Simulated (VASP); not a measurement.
A run of VASP 6.6.1 is set up as follows.

Contents of INCAR:

```
SYSTEM = CaZnBr4
PREC = Accurate
ENCUT = 520
EDIFF = 1E-6
ISMEAR = 0
SIGMA = 0.1
LREAL = .False.
LASPH = .True.
NELM = 100
ALGO = Normal
ISIF = 2
LWAVE = .False.
LCHARG = .False.
GGA = PE
NBANDS = 34
```

The input KPOINTS:

```
regular mesh
0
Gamma
  8 8 8
  0 0 0
```

File POSCAR:

```
CaZnBr4
1.0
    0.0000000000      4.5188841062      4.5188841062
    4.5188841062      0.0000000000      4.5188841062
    4.5188841062      4.5188841062      0.0000000000
Ca Zn Br
1 1 4
Direct
    0.0000000000      0.0000000000      0.0000000000
    0.2500000000      0.2500000000      0.2500000000
    0.6253664383      0.1239006851      0.6253664383
    0.6253664383      0.6253664383      0.6253664383
    0.1239006851      0.6253664383      0.6253664383
    0.6253664383      0.6253664383      0.1239006851
```

Potentials or basis: VASP PAW PBE potentials, release 64 (Ca_sv, Zn, Br).

The run is started by

```sh
$ cat potpaw_PBE.64/Ca_sv/POTCAR potpaw_PBE.64/Zn/POTCAR potpaw_PBE.64/Br/POTCAR > POTCAR
$ mpirun -np 1 vasp_std > vasp.out
```

(1) What does it give for the largest force?

(2) Predict the pressure.

(3) Estimate the band gap on the k mesh.

## Answers

(1) 0.010 eV/Å.

(2) 0.0 GPa.

(3) zero (band 25 reaches 1.68 eV, above the bottom of band 26 at 1.14 eV).
